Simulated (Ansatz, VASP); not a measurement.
This is a calculation of Al for Ansatz 0.2.0.

The input input.yaml:

```yaml
crystal:
  lattice:
    - [2.8270770242, 0.0, 0.0]
    - [-1.4135385121, 2.4483205214, 0.0]
    - [0.0, 0.0, 24.18599307]
  atoms:
    - { symbol: Al, position: [0.0, 0.0, 0.310096839] }
    - { symbol: Al, position: [0.33333333, 0.66666666, 0.4050484195] }
    - { symbol: Al, position: [0.0, 0.0, 0.5] }
    - { symbol: Al, position: [0.66666667, 0.33333334, 0.5949515805] }
    - { symbol: Al, position: [0.0, 0.0, 0.689903161] }
kpoints:
  mp_grid: { grid: [11, 11, 1] }
scf:
  occupations: { method: fermi_dirac, width: 0.05 }
hamiltonian:
  xc: pbe
  pseudopotentials: { kind: all_electron, lapw: { basis_error: 0.001 } }
output:
  forces: true
  stress: true
  eigenvalues: true
  populations: true
```

Potentials or basis: all-electron LAPW, scalar-relativistic.

Run with:

```bash
$ ansatz run input.yaml --threads 8 --pin off --max-ram 28672MiB --backend cpu --events-out ev --progress --plain --runs-dir out
```

Q: Translate it to VASP 6.6.1. Potentials there: VASP PAW PBE potentials, release 64 (Al).

A: As run (the cutoff follows the program's own potentials):

Contents of INCAR:

```
SYSTEM = Al
ALGO = Normal
EDIFF = 1E-6
ENCUT = 520
GGA = PE
ISIF = 2
ISMEAR = -1
LASPH = .True.
LCHARG = .False.
LREAL = .False.
LWAVE = .False.
NBANDS = 16
NELM = 100
PREC = Accurate
SIGMA = 0.05
```

The input KPOINTS:

```
k-points
0
Gamma
  11 11 1
  0 0 0
```

POSCAR

```
Al
1.0
    2.8270770242      0.0000000000      0.0000000000
   -1.4135385121      2.4483205214      0.0000000000
    0.0000000000      0.0000000000     24.1859930700
Al
5
Direct
    0.0000000000      0.0000000000      0.3100968390
    0.3333333300      0.6666666600      0.4050484195
    0.0000000000      0.0000000000      0.5000000000
    0.6666666700      0.3333333400      0.5949515805
    0.0000000000      0.0000000000      0.6899031610
```

Potentials or basis: VASP PAW PBE potentials, release 64 (Al).

Launch:

```sh
$ cat potpaw_PBE.64/Al/POTCAR > POTCAR
$ mpirun -np 1 vasp_std > vasp.out
```

Both were run:

|  | VASP | Ansatz | Ansatz less VASP |
| --- | --- | --- | --- |
| gap on the k mesh at the Fermi level (eV) | none | none | - |
| rms of the force components (eV/Å) | 0.099 | 0.099 | -0.0001 |

Atom by atom the forces differ by 0.000 eV/Å (rms over components). A gap of «none» marks a metal or a gap that the smearing closes. Ansatz ran all-electron here, and VASP with PAW potentials.
